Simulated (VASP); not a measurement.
## TiCdC6N6: relaxation of cell and atoms with PBE

TiCdC6N6:

```
Ti Cd C N
1.0
     0.00000    5.63508    5.63508
     5.63508    0.00000    5.63508
     5.63508    5.63508    0.00000
Ti Cd C N
1 1 6 6
Direct
  0.50000 0.50000 0.50000
  0.00000 0.00000 0.00000
  0.78480 0.21520 0.21520
  0.21520 0.78480 0.21520
  0.21520 0.21520 0.78480
  0.21520 0.78480 0.78480
  0.78480 0.21520 0.78480
  0.78480 0.78480 0.21520
  0.68059 0.31941 0.31941
  0.31941 0.68059 0.31941
  0.31941 0.31941 0.68059
  0.31941 0.68059 0.68059
  0.68059 0.31941 0.68059
  0.68059 0.68059 0.31941
```

```
Program                : VASP 6.6.1
Task                   : relaxation of cell and atoms
Functional             : PBE
Potentials or basis    : VASP PAW PBE potentials, release 64 (Ti_sv, Cd, C, N)
Cutoff                 : 600 eV
k mesh                 : 4 × 4 × 4
Occupations            : gaussian, width 0.02 eV
Spin                   : no spin polarisation
Dipole correction      : no
Further INCAR settings : ALGO = Normal; EDIFF = 1e-06; IBRION = 2; EDIFFG = -0.01; NSW = 100; ISIF = 3
```

* Relaxed volume: 25.76 Å³/atom
* Relaxed cell: a = 7.989 Å, b = 7.989 Å, c = 7.989 Å, α = 60.00°, β = 60.00°, γ = 60.00°
* Space group after relaxing (to 0.1 Å): Fm-3m (No. 225)
* Energy gained by relaxing: 0.4 meV/atom
* Ionic steps: 10
* Pressure after relaxing: 0.0 GPa
* Largest force after relaxing: 0.006 eV/Å
* Band gap on the k mesh: 1.45 eV (least direct gap 1.53 eV)

Forces on the atoms (eV/Å):
```
Ti   0.000  0.000  0.000
Cd   0.000  0.000  0.000
C   -0.006  0.000  0.000
C    0.000 -0.006  0.000
C    0.000  0.000 -0.006
C    0.006  0.000  0.000
C    0.000  0.006  0.000
C    0.000  0.000  0.006
N    0.003  0.000  0.000
N    0.000  0.003  0.000
N    0.000  0.000  0.003
N   -0.003  0.000  0.000
N    0.000 -0.003  0.000
N    0.000  0.000 -0.003
```

The path:
| step | energy change (eV) | largest force (eV/Å) | pressure (GPa) | volume (Å³) |
| --- | --- | --- | --- | --- |
| 1 | 0.0000 | 0.3361 | 0.54 | 357.87 |
| 2 | 0.3221 | 3.2728 | -2.95 | 362.34 |
| 3 | -0.0033 | 0.0508 | 0.18 | 358.27 |
| 4 | -0.0033 | 0.0380 | 0.20 | 358.26 |
| 5 | -0.0046 | 0.0302 | 0.04 | 359.73 |
| 6 | -0.0047 | 0.0274 | -0.01 | 360.20 |
| 7 | -0.0050 | 0.0401 | 0.01 | 360.33 |
| 8 | -0.0051 | 0.0570 | 0.05 | 360.47 |
| 9 | -0.0051 | 0.0312 | 0.03 | 360.52 |
| 10 | -0.0051 | 0.0056 | 0.01 | 360.57 |

Final structure:
```
Ti Cd C N
1.0
     0.00000    5.64921    5.64921
     5.64921    0.00000    5.64921
     5.64921    5.64921    0.00000
Ti Cd C N
1 1 6 6
Cartesian
  5.6492 5.6492 5.6492
  0.0000 0.0000 0.0000
  2.4349 5.6492 5.6492
  5.6492 2.4349 5.6492
  5.6492 5.6492 2.4349
  8.8635 5.6492 5.6492
  5.6492 8.8635 5.6492
  5.6492 5.6492 8.8635
  3.6126 5.6492 5.6492
  5.6492 3.6126 5.6492
  5.6492 5.6492 3.6126
  7.6859 5.6492 5.6492
  5.6492 7.6859 5.6492
  5.6492 5.6492 7.6859
```

Levels at points of the mesh, in eV from the valence-band top:
| k point | band 36 | band 37 | band 38 | band 39 | band 40 | band 41 | band 42 | band 43 |
| --- | --- | --- | --- | --- | --- | --- | --- | --- |
| (0.00, 0.00, 0.00) | -1.63 | -1.63 | -0.27 | -0.27 | 1.46 | 1.46 | 1.46 | 4.83 |
| (0.50, 0.00, 0.00) | -1.59 | -1.59 | 0.00 | 0.00 | 1.54 | 1.56 | 1.56 | 4.73 |
| (0.50, 0.50, 0.00) | -1.50 | -1.34 | -0.27 | -0.22 | 1.45 | 1.65 | 1.65 | 4.59 |

Wall time 43 min on 1 thread of Intel Xeon 8259CL (shared host), peak memory 0.75 GiB.

A k mesh can miss the band edges.
